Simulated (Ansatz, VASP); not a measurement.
# Bi in VASP and in Ansatz

INCAR

```
  PREC = Accurate
  ENCUT = 520
  EDIFF = 1E-6
  ISMEAR = 0
  SIGMA = 0.15
  LREAL = F
  LASPH = T
  NELM = 80
  ALGO = Fast
  ISIF = 2
  LWAVE = F
  LCHARG = T
  GGA = PE
  IVDW = 12
  LELF = T
  LVHAR = T
  NBANDS = 14
```

File KPOINTS:

```
regular mesh
0
Gamma
  16 16 16
```

Contents of POSCAR:

```
Bi
1.0
   -2.0109050516      2.0109050516      1.8565968686
    2.0109050516     -2.0109050516      1.8565968686
    2.0109050516      2.0109050516     -1.8565968686
Bi
1
Direct
    0.0000000000      0.0000000000      0.0000000000
```

Input for Ansatz:

```yaml
crystal:
  lattice:
    - [-2.0109050516, 2.0109050516, 1.8565968686]
    - [2.0109050516, -2.0109050516, 1.8565968686]
    - [2.0109050516, 2.0109050516, -1.8565968686]
  atoms:
    - { symbol: Bi, position: [0.0, 0.0, 0.0] }
basis:
  ecutwfc: 420
kpoints:
  mp_grid: { grid: [16, 16, 16] }
hamiltonian:
  xc: pbe
  dispersion: d3bj
scf:
  occupations: { method: gaussian, width: 0.15 }
output:
  forces: true
  stress: true
  eigenvalues: true
  write_density: true
  write_potential: true
  elf: true
  volumetric_format: npy
```

Change from the starting cell: strain +e along x and -e along y +0.0000, strain +e along z and -e/2 along x and y -0.0525.

Alike in both runs: task single point; functional PBE; dispersion D3(BJ); k mesh 16 × 16 × 16; occupations gaussian, width 0.15 eV; no spin polarisation.

|  | VASP | Ansatz |
| --- | --- | --- |
| version | VASP 6.6.1 | Ansatz 0.2.0 |
| potentials or method | VASP PAW PBE potentials, release 64 (Bi_d), cutoff 520 eV | scalar-relativistic, plane waves, PAW |
| valence electrons in the cell | 15 | 15 |

Ansatz gave:

```
gap on the k mesh at the Fermi level (eV)                     : none
pressure (GPa)                                                : 0.3
traceless stress, the component that is largest in VASP (GPa) : 0.71
```

Question: Which values does VASP return?

Answer: gap on the k mesh at the Fermi level (eV): none; pressure (GPa): 0.3; traceless stress, the component that is largest in VASP (GPa): 0.70.

A gap of «none» marks a metal or a gap that the smearing closes.

Spin-orbit coupling is off throughout.
